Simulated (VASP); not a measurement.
A run of VASP 6.6.1 is set up as follows.

Contents of INCAR:

```
SYSTEM = SiP5
PREC = Accurate
ENCUT = 520
EDIFF = 1E-6
ISMEAR = 0
SIGMA = 0.1
LREAL = .False.
LASPH = .True.
NELM = 80
ALGO = Normal
ISIF = 2
LWAVE = .False.
LCHARG = .False.
GGA = PE
NBANDS = 24
```

KPOINTS

```
Automatic mesh
0
Gamma
  10 10 4
  0 0 0
```

POSCAR

```
SiP5
1.0
    3.5380984409      0.0000000000     -0.0360089795
    0.0000000000      3.4601073756      0.0000000000
   -0.1578485778      0.0000000000      7.4954713777
Si P
1 5
Direct
    0.0000000000      0.0000000000      0.0000000000
    0.5363389494      0.5000000000      0.6642756482
    0.9631241337      0.0000000000      0.6727726333
    0.4636610506      0.5000000000      0.3357243518
    0.0368758663      0.0000000000      0.3272273667
    0.5000000000      0.5000000000      0.0000000000
```

Potentials or basis: VASP PAW PBE potentials, release 64 (Si, P).

Run with:

```console
$ cat potpaw_PBE.64/Si/POTCAR potpaw_PBE.64/P/POTCAR > POTCAR
$ mpirun -np 1 vasp_std > vasp.out
```

(1) What does it give for the band gap on the k mesh?

(2) Predict the pressure.

(3) Estimate the largest force.

Results:

(1) zero (an odd number of electrons rules out a gap without spin polarisation).

(2) -0.2 GPa.

(3) 0.040 eV/Å.

Caveat: an odd number of electrons without spin polarisation forces a metal; a magnetic or distorted state may lie lower.
